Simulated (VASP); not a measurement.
# CO in VASP: further runs

CO is run at these levels: PBE+D3(BJ); tasks: single point.

Everything below comes from runs of VASP 6.6.1. Logs are shortened: lines on timing, memory, paths and dates and some standing lists are left out, and cuts for length are marked.

### 1 The cell of the first run

The cell holds an amorphous packing of atoms, 16 atoms: a = 7.742 Å, b = 7.742 Å, c = 7.742 Å, α = 90.00°, β = 90.00°, γ = 90.00°.

### 2 Single point, PBE+D3(BJ)

File INCAR:

```
  ALGO = Normal
  EDIFF = 1E-6
  ENCUT = 520
  GGA = PE
  ISIF = 2
  ISMEAR = -1
  IVDW = 12
  LASPH = True
  LCHARG = False
  LREAL = Auto
  LWAVE = False
  NBANDS = 54
  NELM = 60
  PREC = Accurate
  SIGMA = 0.05
```

File KPOINTS:

```
k-points
0
Gamma
  1 1 1
```

File POSCAR:

```
CO
1.0
    7.7417530000      0.0000000000      0.0000000000
    0.0000000000      7.7417530000      0.0000000000
    0.0000000000      0.0000000000      7.7417530000
O C
8 8
Direct
    0.1495582637      0.0424037619      0.2539315600
    0.1291478823      0.8741902169      0.8367185523
    0.5457271698      0.8985764838     -0.0553035223
    0.1376576950      0.6363930358      0.3673087089
    0.6112237307      0.4256837145      0.1726157073
    0.6684903582      0.1860687843      0.5513337648
    0.5334774575      0.7177264266      0.5357536371
    0.2541733656      0.4728983709      0.8691007854
    0.2219520231      0.1653219866      0.2198995091
   -0.0088048796      0.9113842011      0.8033795247
    0.6002446883      0.9276510867      0.0778382451
    0.0427936524      0.5932969660      0.2640234065
    0.6530926111      0.4328260750      0.0321626047
    0.8078417385      0.1987151755      0.5063772716
    0.6742331712      0.6764264022      0.5418962435
    0.1903175723      0.4083206121      0.7535543012
```

Potentials or basis: VASP PAW PBE potentials, release 64 (O, C).

Run with:

```bash
cat potpaw_PBE.64/O/POTCAR potpaw_PBE.64/C/POTCAR > POTCAR
mpirun -np 1 vasp_gam > vasp.out
```

OUTCAR:

```text
EDIFF = 1E-6
   ENCUT = 520
   GGA = PE
   ISIF = 2
   ISMEAR = -1
   IVDW = 12
   LASPH = True
   LREAL = Auto
   NELM = 60
   PREC = Accurate
 IVDW          = 12

 ion  position               nearest neighbor table
   1  0.150  0.042  0.254-   9 1.14
   2  0.129  0.874  0.837-  10 1.14
   3  0.546  0.899  0.945-  11 1.14
   4  0.138  0.636  0.367-  12 1.14
   5  0.611  0.426  0.173-  13 1.14
   6  0.668  0.186  0.551-  14 1.14
[... 8 lines left out ...]
  15  0.674  0.676  0.542-   7 1.14
  16  0.190  0.408  0.754-   8 1.14

  LATTYP: Found a simple cubic cell.
 ALAT       =     7.7417530000

  Lattice vectors:

 A1 = (   7.7417530000,   0.0000000000,   0.0000000000)
 A2 = (   0.0000000000,   7.7417530000,   0.0000000000)
 A3 = (   0.0000000000,   0.0000000000,   7.7417530000)

Analysis of symmetry for initial positions (statically):
=====================================================================
 Subroutine PRICEL returns:
 Original cell was already a primitive cell.

 Routine SETGRP: Setting up the symmetry group for a
 simple cubic supercell.

 Subroutine GETGRP returns: Found  1 space group operations
 (whereof  1 operations were pure point group operations)
 out of a pool of 48 trial point group operations.

The static configuration has the point symmetry C_1 .

Analysis of symmetry for dynamics (positions and initial velocities):
=====================================================================
 Subroutine PRICEL returns:
 Original cell was already a primitive cell.

 Routine SETGRP: Setting up the symmetry group for a
 simple cubic supercell.

 Subroutine GETGRP returns: Found  1 space group operations
 (whereof  1 operations were pure point group operations)
 out of a pool of 48 trial point group operations.

The dynamic configuration has the point symmetry C_1 .

 Subroutine INISYM returns: Found  1 space group operations
 (whereof  1 operations are pure point group operations),
 and found     1 'primitive' translations

----------------------------------------------------------------------------------------

                                     Primitive cell

  volume of cell :     463.9999

  direct lattice vectors                    reciprocal lattice vectors
     7.741753000  0.000000000  0.000000000     0.129169711  0.000000000  0.000000000
     0.000000000  7.741753000  0.000000000     0.000000000  0.129169711  0.000000000
     0.000000000  0.000000000  7.741753000     0.000000000  0.000000000  0.129169711

  length of vectors
     7.741753000  7.741753000  7.741753000     0.129169711  0.129169711  0.129169711

  position of ions in fractional coordinates (direct lattice)
     0.149558264  0.042403762  0.253931560
     0.129147882  0.874190217  0.836718552
     0.545727170  0.898576484  0.944696478
     0.137657695  0.636393036  0.367308709
     0.611223731  0.425683715  0.172615707
     0.668490358  0.186068784  0.551333765
[... 8 lines left out ...]
     0.674233171  0.676426402  0.541896243
     0.190317572  0.408320612  0.753554301

  ion indices of the primitive-cell ions
   primitive index   ion index
                 1           1
                 2           2
                 3           3
                 4           4
                 5           5
                 6           6
[... 8 lines left out ...]
                15          15
                16          16

----------------------------------------------------------------------------------------

 KPOINTS: k-points

Automatic generation of k-mesh.
 Grid dimensions read from file:
 generate k-points for:    1    1    1

 Generating k-lattice:

  Cartesian coordinates                     Fractional coordinates (reciprocal lattice)
     0.129169711  0.000000000  0.000000000     1.000000000  0.000000000  0.000000000
     0.000000000  0.129169711  0.000000000     0.000000000  1.000000000  0.000000000
     0.000000000  0.000000000  0.129169711     0.000000000  0.000000000  1.000000000

  Length of vectors
     0.129169711  0.129169711  0.129169711

  Shift w.r.t. Gamma in fractional coordinates (k-lattice)
     0.000000000  0.000000000  0.000000000

 Subroutine IBZKPT returns following result:
 ===========================================

 Found      1 irreducible k-points:

 Following reciprocal coordinates:
            Coordinates               Weight
  0.000000  0.000000  0.000000      1.000000
   k-points           NKPTS =      1   k-points in BZ     NKDIM =      1   number of bands    NBANDS=     54
   number of dos      NEDOS =    301   number of ions     NIONS =     16
   total plane-waves  NPLWV = 216000
   dimension x,y,z NGX =    60 NGY =   60 NGZ =   60
   dimension x,y,z NGXF=   120 NGYF=  120 NGZF=  120
   ions per type =               8   8
   NGX,Y,Z   is equivalent  to a cutoff of  12.88, 12.88, 12.88 a.u.
   NGXF,Y,Z  is equivalent  to a cutoff of  25.77, 25.77, 25.77 a.u.
 SYSTEM =  unknown system
   PREC   = accura    normal or accurate (medium, high low for compatibility)
   ISTART =      0    job   : 0-new  1-cont  2-samecut
   ICHARG =      2    charge: 1-file 2-atom 10-const
   ISPIN  =      1    spin polarized calculation?
   LNONCOLLINEAR =      F non collinear calculations
   LSORBIT =      F    spin-orbit coupling
   LASPH  =      T    aspherical Exc in radial PAW
   ENCUT  =  520.0 eV  38.22 Ry    6.18 a.u.  14.39 14.39 14.39*2*pi/ulx,y,z
   NELM   =     60;   NELMIN=  2; NELMDL= -5     # of ELM steps
   EDIFF  = 0.1E-05   stopping-criterion for ELM
   LREAL  =      T    real-space projection
   EDIFFG = 0.1E-04   stopping-criterion for IOM
   NSW    =      0    number of steps for IOM
   IBRION =     -1    ionic relax: 0-MD 1-quasi-New 2-CG
   NFREE  =      0    steps in history (QN), initial steepest desc. (CG)
   ISIF   =      2    stress and relaxation
   ISYM   =      2    0-nonsym 1-usesym 2-fastsym
   POTIM  = 0.5000    time-step for ionic-motion
   TEBEG  =    0.0;   TEEND  =   0.0 temperature during run
   PSTRESS=    0.0 pullay stress
   NELECT =      80.0000    total number of electrons
   NUPDOWN=      -1.0000    fix difference up-down
   EMIN   =  10.00;   EMAX   =-10.00  energy-range for DOS
   EFERMI =   0.00;   METHOD = LEGACY
   ISMEAR =    -1;   SIGMA  =   0.05  broadening in eV -4-tet -1-fermi 0-gaus
   EFERMI_NEDOS =   21; number of points for ismear=-14 and -15
   IALGO  =     38    algorithm
   IMIX   =      4    mixing-type and parameters
     AMIX     =   0.40;   BMIX     =  1.00
     AMIX_MAG =   1.60;   BMIX_MAG =  1.00
  volume/ion in A,a.u.               =      29.00       195.70
  Fermi-wavevector in a.u.,A,eV,Ry     =   0.911169  1.721859 11.295946  0.830229
  Thomas-Fermi vector in A             =   2.035417
   LORBIT       =      0    0 simple, 1 ext, 2 COOP (PROOUT), +10 PAW based schemes
   GGA     = PE    functional components
   LHFCALC =     F    Hartree Fock is set to
   AEXX    =    0.0000 exact exchange contribution
   IVDW    =    12    specifies the selected vdW correction
   LEPSILON=     F    determine dielectric tensor
   LRPA    =     F    only Hartree local field effects (RPA)
 non-spin polarized calculation
  energy-cutoff  :      520.00
  volume of cell :      464.00
 maximum number of plane-waves:      6267
 NGX is ok and might be reduce to    60
   NGX = 29   NGY = 29   NGZ = 29

 number of electron      79.9999996 magnetization

 Free energy of the ion-electron system (eV)
  ---------------------------------------------------
  ext. energy  EPLUGINS =         0.00000000
  ---------------------------------------------------
  free energy    TOTEN  =      -118.46921530 eV

  energy without entropy =     -118.46921530  energy(sigma->0) =     -118.46921530

 E-fermi :  -4.8371     XC(G=0):  -5.5959

 val. band max:       -6.0440700610   @ k =   0.0000   0.0000   0.0000
 cond. band min:       0.1547612576   @ k =   0.0000   0.0000   0.0000
 fundamental gap:      6.1988313186
 Fermi energy:        -4.8371065049

 k-point     1 :       0.0000    0.0000    0.0000
  band No.  band energies     occupation
      1     -26.7318      2.00000
      2     -26.7163      2.00000
      3     -26.6736      2.00000
      4     -26.6487      2.00000
      5     -26.5954      2.00000
      6     -26.5332      2.00000
[... 44 lines left out ...]
     51       0.8541      0.00000
     52       0.9289      0.00000
 [bands above 52 left out]

------------------------ aborting loop because EDIFF is reached ----------------------------------------

 Edisp (eV)   -0.68923

 E8    (eV) :    -0.1704

  FORCE on cell =-STRESS in cart. coord.  units (eV):
  Direction    XX          YY          ZZ          XY          YZ          ZX
  --------------------------------------------------------------------------------------
  -------------------------------------------------------------------------------------
  Total       2.43207     0.26704     1.66878     0.39176     0.29500     0.61783
  in kB       8.39785     0.92210     5.76225     1.35275     1.01863     2.13334
  external pressure =        5.03 kB  Pullay stress =        0.00 kB

 VOLUME and BASIS-vectors are now :
 -----------------------------------------------------------------------------
  energy-cutoff  :      520.00
  volume of cell :      464.00
      direct lattice vectors                 reciprocal lattice vectors
     7.741753000  0.000000000  0.000000000     0.129169711  0.000000000  0.000000000
     0.000000000  7.741753000  0.000000000     0.000000000  0.129169711  0.000000000
     0.000000000  0.000000000  7.741753000     0.000000000  0.000000000  0.129169711

 POSITION                                       TOTAL-FORCE (eV/Angst)
 -----------------------------------------------------------------------------------
      1.15784      0.32828      1.96588        -0.435477     -0.745897      0.199959
      0.99983      6.76776      6.47767         0.790869     -0.206050      0.176637
      4.22488      6.95656      7.31361        -0.289927     -0.150624     -0.684177
      1.06571      4.92680      2.84361         0.526478      0.231815      0.574867
      4.73194      3.29554      1.33635        -0.238309     -0.033460      0.778166
      5.17529      1.44050      4.26829        -0.612932     -0.050937      0.214465
[... 8 lines left out ...]
      5.21975      5.23673      4.19523         0.692935     -0.199202      0.031753
      1.47339      3.16112      5.83383        -0.277492     -0.300475     -0.490454
 -----------------------------------------------------------------------------------
    total drift:                                0.013860     -0.017535     -0.004229

  FREE ENERGIE OF THE ION-ELECTRON SYSTEM (eV)
  ---------------------------------------------------
  free  energy   TOTEN  =      -119.1584443340 eV

  energy  without entropy=     -119.1584443339  energy(sigma->0) =     -119.15844433
```

Wall time 41 s (1 thread of Intel Xeon 6975P-C (Granite Rapids), shared host); peak memory 0.41 GiB.

Results:

* Free energy: -119.1584 eV
* Pressure: 0.5 GPa
* Largest force: 0.889 eV/Å
* Band gap on the k mesh: 6.20 eV
* Dispersion energy per atom: -0.043 eV

Forces on the atoms (eV/Å):
```
O   -0.435 -0.746  0.200
O    0.791 -0.206  0.177
O   -0.290 -0.151 -0.684
O    0.526  0.232  0.575
O   -0.238 -0.033  0.778
O   -0.613 -0.051  0.214
O   -0.695  0.202 -0.025
O    0.279  0.292  0.493
C    0.432  0.751 -0.198
C   -0.780  0.212 -0.182
C    0.297  0.160  0.691
C   -0.524 -0.246 -0.575
C    0.245  0.032 -0.793
C    0.590  0.052 -0.212
C    0.693 -0.199  0.032
C   -0.277 -0.300 -0.490
```

Stress tensor (GPa, compression positive):
```
0.84 0.14 0.21
0.14 0.09 0.10
0.21 0.10 0.58
```

Levels at points of the mesh, in eV from the valence-band top:
| k point | band 36 | band 37 | band 38 | band 39 | band 40 | band 41 | band 42 | band 43 | band 44 | band 45 |
| --- | --- | --- | --- | --- | --- | --- | --- | --- | --- | --- |
| (0.00, 0.00, 0.00) | -0.29 | -0.21 | -0.13 | -0.05 | 0.00 | 6.20 | 6.27 | 6.35 | 6.40 | 6.47 |

Caveat: the k points lie up to 0.81 Å⁻¹ apart.

### 3 Single point, PBE+D3(BJ)

File INCAR:

```
PREC = Accurate
ENCUT = 520
EDIFF = 1E-7
ISMEAR = -1
SIGMA = 0.05
LREAL = Auto
LASPH = T
NELM = 80
ALGO = Normal
ISIF = 2
LWAVE = F
LCHARG = T
GGA = PE
IVDW = 12
LELF = T
LVHAR = T
NBANDS = 54
```

File KPOINTS:

```
regular mesh
0
Gamma
  1 1 1
```

File POSCAR:

```
CO
1.0
    7.7417530000      0.0000000000      0.0000000000
    0.0000000000      7.7417530000      0.0000000000
    0.0000000000      0.0000000000      7.7417530000
O C
8 8
Direct
    0.1802304982      0.0848128324      0.1973842358
    0.1027932563      0.8470432988      0.7596987401
    0.5010105592      0.9161749283      0.0907546392
    0.0696612253      0.5701938566      0.3106273217
    0.5489454391      0.4074271034      0.1030903466
    0.6498140667      0.1280588518      0.5361188868
    0.5887038762      0.6528495549      0.5478733305
    0.2831270902      0.4639646860      0.6766942836
    0.2150288184     -0.0095327247      0.2941969345
    0.0193108718      0.9640968912      0.8027380879
    0.5207864420      0.8267894881     -0.0209513272
    0.1067716834      0.5172084410      0.1773887645
    0.5099878542      0.5132558479      0.2011043235
    0.7915778248      0.1476409800      0.5482350057
    0.7199532199      0.6620464383      0.4962441969
    0.1637484430      0.4304063950      0.7496751705
```

Potentials or basis: VASP PAW PBE potentials, release 64 (O, C).

Run with:

```bash
cat potpaw_PBE.64/O/POTCAR potpaw_PBE.64/C/POTCAR > POTCAR
mpirun -np 1 vasp_gam > vasp.out
```

Wall time 49 s (1 thread of Intel Xeon 6975P-C (Granite Rapids), shared host); peak memory 0.42 GiB.

It converged, with:

| Property | Result |
| --- | --- |
| Free energy | -118.2323 eV |
| Pressure | 2.9 GPa |
| Largest force | 8.997 eV/Å |
| Band gap on the k mesh | 5.67 eV |
| Dispersion energy per atom | -0.045 eV |

Forces in eV/Å, atoms in the order of the input:
```
O   -2.303  6.107 -6.191
O   -1.027  1.537  0.526
O   -0.235  1.979  2.275
O    0.115 -0.203 -0.430
O   -0.317  0.912  0.964
O   -4.008 -0.550 -0.299
O   -5.933 -0.335  2.553
O    3.078  0.816 -1.859
C    2.086 -6.014  6.357
C    1.051 -1.569 -0.441
C    0.471 -1.880 -2.463
C   -0.093  0.202  0.453
C    0.295 -1.210 -1.195
C    3.975  0.609  0.190
C    5.986  0.501 -2.269
C   -3.142 -0.899  1.829
```

Stress tensor (GPa, compression positive):
```
 4.68  0.34 -0.68
 0.34  1.40 -1.62
-0.68 -1.62  2.75
```

Levels at points of the mesh, in eV from the valence-band top:
```
           k point  band 37  band 38  band 39  band 40  band 41  band 42  band 43  band 44
(0.00, 0.00, 0.00)    -0.33    -0.23    -0.17     0.00     5.67     5.70     5.86     6.08
```

Caveat: the k points lie up to 0.81 Å⁻¹ apart.

### 4 Single point, PBE+D3(BJ)

File INCAR:

```
SYSTEM = CO
ALGO     = Normal         ! electronic algorithm
EDIFF    = 1E-6           ! SCF threshold, eV
ENCUT    = 520            ! plane-wave cutoff, eV
GGA      = PE             ! functional
ISIF     = 2              ! what is computed and relaxed
ISMEAR   = -1             ! smearing method
IVDW     = 12             ! dispersion correction
LASPH    = .TRUE.         ! aspherical terms in the spheres
LCHARG   = .FALSE.        ! write CHGCAR
LREAL    = Auto         
LWAVE    = .FALSE.        ! write WAVECAR
NBANDS   = 54             ! bands
NELM     = 60             ! most SCF steps
PREC     = Accurate       ! precision mode
SIGMA    = 0.05           ! smearing width, eV
```

File KPOINTS:

```
k-points
0
G
  1 1 1
  0 0 0
```

File POSCAR:

```
CO
1.0
    7.7417530000      0.0000000000      0.0000000000
    0.0000000000      7.7417530000      0.0000000000
    0.0000000000      0.0000000000      7.7417530000
O C
8 8
Direct
    0.2195626753      0.0538121017      0.2398939878
    0.1406141477      0.9069134600      0.7905573841
    0.5889751326      0.9372941761      0.0612522771
    0.0703458248      0.4789225386      0.1942583288
    0.5102332766      0.4909740727      0.1626634174
    0.6558462922      0.1401362198      0.4714823632
    0.6774693018      0.7236733076      0.6281910570
    0.2765781858      0.4954433447      0.6614393407
    0.2008459841     -0.0139244949      0.3749409210
    0.2373493445      1.0200402932      0.7773174887
    0.5204247668      0.9043300658     -0.0585526301
    0.1246875223      0.5921914584      0.1095359152
    0.4803046545      0.3951043129      0.2716439029
    0.7665834857      0.0365162774      0.4417087448
    0.7998188524      0.6731033656      0.5580002359
    0.1281105197      0.5040072965      0.6975939429
```

Run with:

```bash
cat potpaw_PBE.64/O/POTCAR potpaw_PBE.64/C/POTCAR > POTCAR
mpirun -np 1 vasp_gam > vasp.out
```

Run time: 41 s. Hardware: 1 thread of Intel Xeon 6975P-C (Granite Rapids), shared host; peak memory 0.42 GiB.

It converged, with:

```
Free energy                : -118.3055 eV
Pressure                   : -1.6 GPa
Largest force              : 6.078 eV/Å
Band gap on the k mesh     : 5.22 eV
Dispersion energy per atom : -0.046 eV
```

Forces on the atoms (eV/Å):
```
O   -0.454 -1.560  3.132
O    0.758  1.012 -0.086
O    2.927  1.455  5.124
O    1.030  2.267 -1.713
O    0.030 -0.236  0.269
O    3.662 -3.491 -0.823
O    1.390 -0.748 -0.709
O   -3.955  0.276  0.888
C    0.454  1.551 -3.250
C   -1.061 -0.864  0.072
C   -2.687 -1.536 -4.942
C   -1.174 -2.236  1.736
C   -0.002  0.362 -0.352
C   -3.520  3.598  0.828
C   -1.444  0.502  0.670
C    4.044 -0.351 -0.844
```

Stress tensor (GPa, compression positive):
```
-2.69  0.61  2.47
 0.61 -2.01  1.03
 2.47  1.03 -0.09
```

Levels at points of the mesh, in eV from the valence-band top:
| k point | band 37 | band 38 | band 39 | band 40 | band 41 | band 42 | band 43 | band 44 |
| --- | --- | --- | --- | --- | --- | --- | --- | --- |
| (0.00, 0.00, 0.00) | -0.82 | -0.65 | -0.34 | 0.00 | 5.22 | 5.28 | 5.39 | 5.43 |

Caveat: the k points lie up to 0.81 Å⁻¹ apart.

(Part 1 of 2 ends here.)
